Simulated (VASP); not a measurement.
Input of a VASP 6.6.1 run:

File INCAR:

```
PREC = Accurate
ENCUT = 520
EDIFF = 1E-7
ISMEAR = 0
SIGMA = 0.05
LREAL = False
LASPH = True
NELM = 100
ALGO = Normal
ISIF = 2
LWAVE = False
LCHARG = True
GGA = PE
LELF = True
LVHAR = True
NBANDS = 35
```

The input KPOINTS:

```
regular mesh
0
Gamma
  6 6 6
```

Contents of POSCAR:

```
Al2O3
1.0
    2.4900807438      1.4376487877      4.2943932507
   -2.4900807438      1.4376487877      4.2943932507
    0.0000000000     -2.8752975755      4.2943932507
Al O
4 6
Direct
    0.8521293568      0.8521293568      0.8521293568
    0.6478706432      0.6478706432      0.6478706432
    0.1478706432      0.1478706432      0.1478706432
    0.3521293568      0.3521293568      0.3521293568
    0.0561574040      0.4438425960      0.7500000000
    0.7500000000      0.0561574040      0.4438425960
    0.4438425960      0.7500000000      0.0561574040
    0.9438425960      0.5561574040      0.2500000000
    0.2500000000      0.9438425960      0.5561574040
    0.5561574040      0.2500000000      0.9438425960
```

Potentials or basis: VASP PAW PBE potentials, release 64 (Al, O).

The run is started by

```sh
$ cat potpaw_PBE.64/Al/POTCAR potpaw_PBE.64/O/POTCAR > POTCAR
$ mpirun -np 1 vasp_std > vasp.out
```

Question: Estimate the pressure.

Answer: -11.2 GPa.

Question: Predict the largest force.

Answer: 0.349 eV/Å.

Question: What does it give for the band gap on the k mesh?

Answer: 4.82 eV.

Stress tensor (GPa, compression positive):
```
-17.82   0.00   0.00
  0.00 -17.82   0.00
  0.00   0.00   1.95
```

Caveat: the cell stands under tension. PBE gaps usually lie below the measured ones, often by a third to a half.
